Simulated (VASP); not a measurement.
Nb: single point with PBE

The system is Nb.

```
CELL_PARAMETERS angstrom
0.00000 2.10870 2.10870
2.10870 0.00000 2.10870
2.10870 2.10870 0.00000
ATOMIC_POSITIONS crystal
Nb 0.00000 0.00000 0.00000
```

```json
{
 "Program": "VASP 6.6.1",
 "Task": "single point",
 "Functional": "PBE",
 "Potentials or basis": "VASP PAW PBE potentials, release 64 (Nb_sv)",
 "Cutoff": "500 eV",
 "k mesh": "14 × 14 × 14",
 "Occupations": "gaussian, width 0.1 eV",
 "Spin": "no spin polarisation"
}
```

```yaml
Pressure: -0.3 GPa
```

Levels at points of the mesh, in eV from the Fermi level:
| k point | band 2 | band 3 | band 4 | band 5 | band 6 | band 7 | band 8 | band 9 | band 10 | band 11 |
| --- | --- | --- | --- | --- | --- | --- | --- | --- | --- | --- |
| (0.00, 0.00, 0.00) | -30.18 | -30.18 | -30.18 | -6.23 | 0.10 | 0.10 | 0.10 | 2.69 | 2.69 | 11.81 |
| (0.50, 0.00, 0.00) | -31.38 | -30.34 | -30.34 | -3.84 | -0.09 | -0.09 | 1.36 | 4.66 | 4.66 | 10.45 |
| (0.50, 0.50, 0.00) | -31.30 | -30.61 | -30.61 | -4.06 | -3.32 | 3.58 | 4.64 | 5.22 | 5.22 | 11.26 |

Run time: 13 s on 1 thread of AMD EPYC 9R45 96-Core Processor (Zen 5) (shared host), peak memory 0.12 GiB.
